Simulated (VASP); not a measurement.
# ZnS (Cmc2_1) in VASP: a series of runs

Runs on ZnS. Level: r2SCAN. Tasks: single point.

Everything below comes from runs of VASP 6.6.1. Logs are shortened: lines on timing, memory, paths and dates and some standing lists are left out, and cuts for length are marked.

## 1. The cell of the first run

It takes space group Cmc2_1 (No. 36, orthorhombic). The conventional cell has a = 3.963 Å, b = 6.601 Å, c = 6.234 Å, α = 90.00°, β = 90.00°, γ = 90.00°. Within 3.1 Å of Zn (site symmetry m) lie 4 S at 2.31 to 2.40 Å. S (site symmetry m) has 4 Zn at 2.31 to 2.40 Å within 3.1 Å.

## 2. Single point, r2SCAN (strain +0.0400 x Voigt [1, 0, 0, 0, 0, 0])

Contents of POSCAR:

```
ZnS
1.0
    3.9634387328      0.0000000000      0.0000000000
   -1.9817193664      3.3004217586      0.0000000000
    0.0000000000      0.0000000000      6.2340000000
Zn S
2 2
Direct
    0.3333333333      0.6666666667      0.0000000000
    0.6666666667      0.3333333333      0.5000000000
    0.3333333333      0.6666666667      0.3850000000
    0.6666666667      0.3333333333      0.8850000000
```

Contents of INCAR.step1:

```
PREC = Accurate ; ENCUT = 520
ISMEAR = 0 ; SIGMA = 0.05
LREAL = False ; LASPH = True
NELM = 80 ; NBANDS = 26
GGA = PE ; ALGO = Normal
EDIFF = 1E-4 ; LWAVE = True
LCHARG = False
```

Contents of INCAR.step2:

```
PREC = Accurate ; ENCUT = 520
EDIFF = 1E-6 ; ISMEAR = 0
SIGMA = 0.05 ; LREAL = False
LASPH = True ; NELM = 80
ALGO = Normal ; ISIF = 2
LWAVE = False ; LCHARG = False
METAGGA = R2SCAN ; LMIXTAU = True
NBANDS = 26 ; ISTART = 1
```

Contents of KPOINTS:

```
regular mesh
0
Gamma
  6 6 4
```

Potentials or basis: VASP PAW PBE potentials, release 64 (Zn, S).

On the command line:

```console
> cat potpaw_PBE.64/Zn/POTCAR potpaw_PBE.64/S/POTCAR > POTCAR
> cp INCAR.step1 INCAR
> mpirun -np 1 vasp_std > vasp.out
> cp INCAR.step2 INCAR
> mpirun -np 1 vasp_std > vasp.out
```

OUTCAR:

```text
PREC = Accurate
   ENCUT = 520
   EDIFF = 1E-6
   ISMEAR = 0
   LREAL = False
   LASPH = True
   NELM = 80
   ISIF = 2
   METAGGA = R2SCAN
   ISTART = 1

 ion  position               nearest neighbor table
   1  0.333  0.667  0.000-   4 2.31   4 2.38   4 2.38   3 2.40
   2  0.667  0.333  0.500-   3 2.31   3 2.38   3 2.38   4 2.40
   3  0.333  0.667  0.385-   2 2.31   2 2.38   2 2.38   1 2.40
   4  0.667  0.333  0.885-   1 2.31   1 2.38   1 2.38   2 2.40

  Warning from LATTYP: Monoclinic adjustment (A1->A3, A2->A1, A3->A2)!
  LATTYP: Found a base centered orthorhombic cell.
 ALAT       =     3.9634387328
 B/A-ratio  =     1.6654334688
 C/A-ratio  =     1.5728765903

  Lattice vectors:

 A1 = (   1.9817193664,  -3.3004217586,   0.0000000000)
 A2 = (   1.9817193664,   3.3004217586,   0.0000000000)
 A3 = (   0.0000000000,   0.0000000000,   6.2340000000)

Analysis of symmetry for initial positions (statically):
=====================================================================
 Subroutine PRICEL returns:
 Original cell was already a primitive cell.

 Routine SETGRP: Setting up the symmetry group for a
 base centered orthorhombic supercell.

 Subroutine GETGRP returns: Found  4 space group operations
 (whereof  2 operations were pure point group operations)
 out of a pool of  8 trial point group operations.

The static configuration has the point symmetry C_1h.
 The point group associated with its full space group is C_2v.

Analysis of symmetry for dynamics (positions and initial velocities):
=====================================================================
 Subroutine PRICEL returns:
 Original cell was already a primitive cell.

 Routine SETGRP: Setting up the symmetry group for a
 base centered orthorhombic supercell.

 Subroutine GETGRP returns: Found  4 space group operations
 (whereof  2 operations were pure point group operations)
 out of a pool of  8 trial point group operations.

The dynamic configuration has the point symmetry C_1h.
 The point group associated with its full space group is C_2v.

 Subroutine INISYM returns: Found  4 space group operations
 (whereof  2 operations are pure point group operations),
 and found     1 'primitive' translations

----------------------------------------------------------------------------------------

                                     Primitive cell

  volume of cell :      81.5471

  direct lattice vectors                    reciprocal lattice vectors
     3.963438733  0.000000000  0.000000000     0.252306158  0.151495789  0.000000000
    -1.981719366  3.300421759  0.000000000     0.000000000  0.302991579  0.000000000
     0.000000000  0.000000000  6.234000000     0.000000000  0.000000000  0.160410651

  length of vectors
     3.963438733  3.849674718  6.234000000     0.294294702  0.302991579  0.160410651

  position of ions in fractional coordinates (direct lattice)
     0.333333333  0.666666667  0.000000000
     0.666666667  0.333333333  0.500000000
     0.333333333  0.666666667  0.385000000
     0.666666667  0.333333333  0.885000000

  ion indices of the primitive-cell ions
   primitive index   ion index
                 1           1
                 2           2
                 3           3
                 4           4

----------------------------------------------------------------------------------------

 KPOINTS: regular mesh

Automatic generation of k-mesh.
 Grid dimensions read from file:
 generate k-points for:    6    6    4

 Generating k-lattice:

  Cartesian coordinates                     Fractional coordinates (reciprocal lattice)
     0.042051026  0.025249298  0.000000000     0.166666667  0.000000000  0.000000000
     0.000000000  0.050498596  0.000000000     0.000000000  0.166666667  0.000000000
     0.000000000  0.000000000  0.040102663     0.000000000  0.000000000  0.250000000

  Length of vectors
     0.049049117  0.050498596  0.040102663

  Shift w.r.t. Gamma in fractional coordinates (k-lattice)
     0.000000000  0.000000000  0.000000000

 Subroutine IBZKPT returns following result:
 ===========================================

 Found     39 irreducible k-points:

 Following reciprocal coordinates:
            Coordinates               Weight
  0.000000  0.000000  0.000000      1.000000
  0.166667  0.000000  0.000000      4.000000
  0.333333  0.000000  0.000000      4.000000
  0.500000 -0.000000  0.000000      2.000000
  0.000000  0.166667  0.000000      2.000000
  0.166667  0.166667  0.000000      4.000000
[... 16 lines left out ...]
  0.000000  0.333333  0.250000      4.000000
  0.166667  0.333333  0.250000      8.000000
 [... further k-points ...]
   k-points           NKPTS =     39   k-points in BZ     NKDIM =     39   number of bands    NBANDS=     26
   number of dos      NEDOS =    301   number of ions     NIONS =      4
   total plane-waves  NPLWV =  43200
   dimension x,y,z NGX =    30 NGY =   30 NGZ =   48
   dimension x,y,z NGXF=    60 NGYF=   60 NGZF=   96
   ions per type =               2   2
   NGX,Y,Z   is equivalent  to a cutoff of  12.58, 12.96, 12.80 a.u.
   NGXF,Y,Z  is equivalent  to a cutoff of  25.17, 25.91, 25.60 a.u.
 SYSTEM =  unknown system
   PREC   = accura    normal or accurate (medium, high low for compatibility)
   ISTART =      1    job   : 0-new  1-cont  2-samecut
   ICHARG =      0    charge: 1-file 2-atom 10-const
   ISPIN  =      1    spin polarized calculation?
   LNONCOLLINEAR =      F non collinear calculations
   LSORBIT =      F    spin-orbit coupling
   LASPH  =      T    aspherical Exc in radial PAW
   ENCUT  =  520.0 eV  38.22 Ry    6.18 a.u.   7.37  7.16 11.59*2*pi/ulx,y,z
   NELM   =     80;   NELMIN=  2; NELMDL=  0     # of ELM steps
   EDIFF  = 0.1E-05   stopping-criterion for ELM
   LREAL  =      F    real-space projection
   EDIFFG = 0.1E-04   stopping-criterion for IOM
   NSW    =      0    number of steps for IOM
   IBRION =     -1    ionic relax: 0-MD 1-quasi-New 2-CG
   NFREE  =      0    steps in history (QN), initial steepest desc. (CG)
   ISIF   =      2    stress and relaxation
   ISYM   =      2    0-nonsym 1-usesym 2-fastsym
   POTIM  = 0.5000    time-step for ionic-motion
   TEBEG  =    0.0;   TEEND  =   0.0 temperature during run
   PSTRESS=    0.0 pullay stress
   NELECT =      36.0000    total number of electrons
   NUPDOWN=      -1.0000    fix difference up-down
   EMIN   =  10.00;   EMAX   =-10.00  energy-range for DOS
   EFERMI =   0.00;   METHOD = LEGACY
   ISMEAR =     0;   SIGMA  =   0.05  broadening in eV -4-tet -1-fermi 0-gaus
   EFERMI_NEDOS =   21; number of points for ismear=-14 and -15
   IALGO  =     38    algorithm
   IMIX   =      4    mixing-type and parameters
     AMIX     =   0.40;   BMIX     =  1.00
     AMIX_MAG =   1.60;   BMIX_MAG =  1.00
  volume/ion in A,a.u.               =      20.39       137.58
  Fermi-wavevector in a.u.,A,eV,Ry     =   1.246540  2.355619 21.141574  1.553862
  Thomas-Fermi vector in A             =   2.380713
   LORBIT       =      0    0 simple, 1 ext, 2 COOP (PROOUT), +10 PAW based schemes
   METAGGA = R2SCAN    functional components
   LHFCALC =     F    Hartree Fock is set to
   AEXX    =    0.0000 exact exchange contribution
   IVDW    =     0    specifies the selected vdW correction
   LEPSILON=     F    determine dielectric tensor
   LRPA    =     F    only Hartree local field effects (RPA)
 non-spin polarized calculation
 Gauss-broadening in eV      SIGMA  =   0.05
  energy-cutoff  :      520.00
  volume of cell :       81.55
 maximum number of plane-waves:      2216
 NGX is ok and might be reduce to    30
   NGX = 15   NGY = 15   NGZ = 23

 number of electron      35.9999978 magnetization

 Free energy of the ion-electron system (eV)
  ---------------------------------------------------
  ext. energy  EPLUGINS =         0.00000000
  ---------------------------------------------------
  free energy    TOTEN  =       -37.65395217 eV

  energy without entropy =      -37.65395217  energy(sigma->0) =      -37.65395217

 E-fermi :   1.7957     XC(G=0): -10.1091

 val. band max:        1.5739976739   @ k =   0.0000   0.0000   0.0000
 cond. band min:       4.1555605181   @ k =   0.0000   0.0000   0.0000
 fundamental gap:      2.5815628442
 Fermi energy:         1.7957274270

 k-point     1 :       0.0000    0.0000    0.0000
  band No.  band energies     occupation
      1     -11.9214      2.00000
      2     -11.0055      2.00000
      3      -4.8485      2.00000
      4      -4.8346      2.00000
      5      -4.8033      2.00000
      6      -4.7677      2.00000
[... 18 lines left out ...]
     25       9.8995      0.00000
     26      11.3366      0.00000

 k-point     2 :       0.1667    0.0000    0.0000
  band No.  band energies     occupation
      1     -11.7532      2.00000
      2     -10.9192      2.00000
      3      -4.8454      2.00000
      4      -4.8054      2.00000
      5      -4.7781      2.00000
      6      -4.7253      2.00000
[... 18 lines left out ...]
     25      10.2053      0.00000
     26      10.5798      0.00000

 k-point     3 :       0.3333    0.0000    0.0000
  band No.  band energies     occupation
      1     -11.3524      2.00000
      2     -10.7695      2.00000
      3      -4.8181      2.00000
      4      -4.7446      2.00000
      5      -4.7032      2.00000
      6      -4.6141      2.00000
[... 18 lines left out ...]
     25      10.8165      0.00000
     26      11.5084      0.00000

 k-point     4 :       0.5000   -0.0000    0.0000
  band No.  band energies     occupation
      1     -11.0805      2.00000
      2     -10.7416      2.00000
      3      -4.8009      2.00000
      4      -4.7185      2.00000
      5      -4.5649      2.00000
      6      -4.5590      2.00000
[... 18 lines left out ...]
     25      11.0685      0.00000
     26      13.2307      0.00000
[... 496 lines left out ...]
      1     -11.3828      2.00000
      2     -10.9097      2.00000
      3      -4.7941      2.00000
      4      -4.7787      2.00000
      5      -4.7241      2.00000
      6      -4.6871      2.00000
[... 18 lines left out ...]
     25      10.4123      0.00000
     26      11.2060      0.00000

 k-point    23 :       0.0000    0.3333    0.2500
  band No.  band energies     occupation
      1     -11.2212      2.00000
      2     -10.8252      2.00000
      3      -4.8142      2.00000
      4      -4.7171      2.00000
      5      -4.7013      2.00000
      6      -4.6360      2.00000
[... 18 lines left out ...]
     25      10.8589      0.00000
     26      11.7505      0.00000

 k-point    24 :       0.1667    0.3333    0.2500
  band No.  band energies     occupation
      1     -10.9772      2.00000
      2     -10.7577      2.00000
      3      -4.7505      2.00000
      4      -4.6906      2.00000
      5      -4.6213      2.00000
      6      -4.5669      2.00000
[... 18 lines left out ...]
     25      11.1776      0.00000
     26      11.9129      0.00000

 [... further k-points ...]
[... 5 lines left out ...]
  --------------------------------------------------------------------------------------
  -------------------------------------------------------------------------------------
  Total       -2.5659925     -0.4292575     -1.1104687      0.0000000      0.0000000      0.0000000
  in kB      -50.4147453     -8.4337370    -21.8176782      0.0000000      0.0000000      0.0000000
  external PRESSURE =     -26.8887202 kB  Pullay stress =       0.0000000 kB

 VOLUME and BASIS-vectors are now :
 -----------------------------------------------------------------------------
  energy-cutoff  :      520.00
  volume of cell :       81.55
      direct lattice vectors                 reciprocal lattice vectors
     3.963438733  0.000000000  0.000000000     0.252306158  0.151495789  0.000000000
    -1.981719366  3.300421759  0.000000000     0.000000000  0.302991579  0.000000000
     0.000000000  0.000000000  6.234000000     0.000000000  0.000000000  0.160410651

 POSITION                                       TOTAL-FORCE (eV/Angst)
 -----------------------------------------------------------------------------------
     -0.00000      2.20028      0.00000         0.000000     -0.148315      0.210550
      1.98172      1.10014      3.11700         0.000000      0.148315      0.210550
     -0.00000      2.20028      2.40009         0.000000     -0.232556     -0.210550
      1.98172      1.10014      5.51709         0.000000      0.232556     -0.210550
 -----------------------------------------------------------------------------------
    total drift:                               -0.000000     -0.000000      0.001731

  FREE ENERGIE OF THE ION-ELECTRON SYSTEM (eV)
  ---------------------------------------------------
  free  energy   TOTEN  =       -37.6539521706 eV

  energy  without entropy=      -37.6539521706  energy(sigma->0) =      -37.65395217
```

Run time: 10 min. Hardware: 1 thread of AMD EPYC 7R13, shared host; peak memory 0.22 GiB.

Results:

| Property | Result |
| --- | --- |
| Free energy | -37.6540 eV |
| Pressure | -2.7 GPa |
| Largest force | 0.314 eV/Å |
| Band gap on the k mesh | 2.58 eV, direct |

Forces in eV/Å, atoms in the order of the input:
```
Zn   0.000 -0.148  0.211
Zn   0.000  0.148  0.211
S    0.000 -0.233 -0.211
S    0.000  0.233 -0.211
```

Levels at points of the mesh, in eV from the valence-band top:
```tsv
k point	band 15	band 16	band 17	band 18	band 19	band 20	band 21	band 22
(0.00, 0.00, 0.00)	-0.89	-0.14	-0.02	0.00	2.58	3.23	6.51	6.90
(0.50, 0.00, 0.00)	-3.15	-2.17	-1.52	-0.89	4.03	4.76	5.59	7.62
(0.00, 0.50, 0.00)	-3.00	-2.46	-1.57	-1.12	3.63	4.45	5.61	7.28
(0.00, 0.00, 0.50)	-0.59	-0.59	-0.47	-0.47	3.79	3.79	6.92	6.92
(0.50, 0.00, 0.50)	-1.58	-1.58	-1.47	-1.47	4.07	4.07	5.63	5.63
(0.00, 0.50, 0.50)	-1.84	-1.84	-1.44	-1.44	3.83	3.83	5.59	5.59
```

Caveat: the cell differs from its parent crystal (strain +0.0400 x Voigt [1, 0, 0, 0, 0, 0]); the PAW data sets were made with another functional, which shifts forces and pressure a little.

(Part 1 of 2 ends here.)
